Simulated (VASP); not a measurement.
Wanted: the native input for a VASP 6.6.1 run.

```
Task                   : single point
Functional             : PBE
Potentials or basis    : VASP PAW PBE potentials, release 64 (Te, Pt)
Cutoff                 : 520 eV
k mesh                 : 12 × 12 × 12
Occupations            : gaussian, width 0.1 eV
Spin                   : no spin polarisation
Dipole correction      : no
Further INCAR settings : ALGO = Fast; EDIFF = 1e-06; NBANDS = 26
```

The structure of TePt3 lies in POSCAR:

```
TePt3
1.0
   -2.6804384058      2.6804384058      2.6804384058
    2.6804384058     -2.6804384058      2.6804384058
    2.6804384058      2.6804384058     -2.6804384058
Te Pt
1 3
Direct
    0.0000000000      0.0000000000      0.0000000000
    0.0000000000      0.5000000000      0.5000000000
    0.5000000000      0.0000000000      0.5000000000
    0.5000000000      0.5000000000      0.0000000000
```

The input as run:

INCAR

```
SYSTEM = TePt3
  ALGO = Fast
  EDIFF = 1E-6
  ENCUT = 520
  GGA = PE
  ISIF = 2
  ISMEAR = 0
  LASPH = .TRUE.
  LCHARG = .FALSE.
  LREAL = .FALSE.
  LWAVE = .FALSE.
  NBANDS = 26
  NELM = 80
  PREC = Accurate
  SIGMA = 0.1
```

KPOINTS

```
k-points
0
G
  12 12 12
  0 0 0
```

Potentials or basis: VASP PAW PBE potentials, release 64 (Te, Pt).

Command:

```bash
$ cat potpaw_PBE.64/Te/POTCAR potpaw_PBE.64/Pt/POTCAR > POTCAR
$ mpirun -np 1 vasp_std > vasp.out
```

Results of the run:

```json
{
  "Pressure": "-0.3 GPa",
  "Band gap on the k mesh": "zero (band 18 reaches 9.09 eV, above the bottom of band 19 at 7.53 eV)"
}
```

Caveat: spin-orbit coupling is left out, which moves the levels of the heavy elements.

Wall time 4.3 min on 1 thread of AMD EPYC 7R43 64-Core Processor (Zen 3) (shared host), peak memory 0.25 GiB.
